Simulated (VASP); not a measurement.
VO2:

```
CELL_PARAMETERS angstrom
4.50720 0.00000 0.00000
0.00000 4.50720 0.00000
0.00000 0.00000 3.04445
ATOMIC_POSITIONS crystal
V 0.50000 0.50000 0.50000
V 0.00000 0.00000 0.00000
O 0.20036 0.79964 0.50000
O 0.79964 0.20036 0.50000
O 0.70036 0.70036 0.00000
O 0.29964 0.29964 0.00000
```

Base run:

```yaml
Program: VASP 6.6.1
Functional: RPBE
Potentials_or_basis: VASP PAW PBE potentials, release 64 (V_sv, O)
Cutoff: 600 eV
k_mesh: 6 × 6 × 9
Occupations: fermi-dirac, width 0.05 eV
Spin: collinear spin, ferromagnetic start
Starting_moments: "[2.0, 2.0, 0.0, 0.0, 0.0, 0.0] μB"
```

Its results: band gap on the k mesh zero (filled and empty bands overlap); pressure -3.1 GPa; net moment 2.00 μB per cell; site moments V +1.10; O -0.08 μB; largest force 0.219 eV/Å.

Problem. The run is repeated on the same cell with these changes: functional from RPBE to LDA; potentials or basis from VASP PAW PBE potentials, release 64 (V_sv, O) to VASP PAW LDA potentials, release 64 (V_sv, O). What comes out?

Solution. Band gap on the k mesh zero (filled and empty bands overlap); pressure -22.2 GPa; net moment 2.00 μB per cell; site moments V +1.03; O -0.05 μB; largest force 0.324 eV/Å.

Caveats: semilocal functionals often make such compounds metallic where correlation or magnetic order opens a gap, which also shifts bond lengths; the stress differs along the axes, from -14 to 3 GPa (at least some runs); the PAW data sets were made with another functional, which shifts forces and pressure a little (at least some runs); the stress differs along the axes, from -36 to -15 GPa (at least some runs).
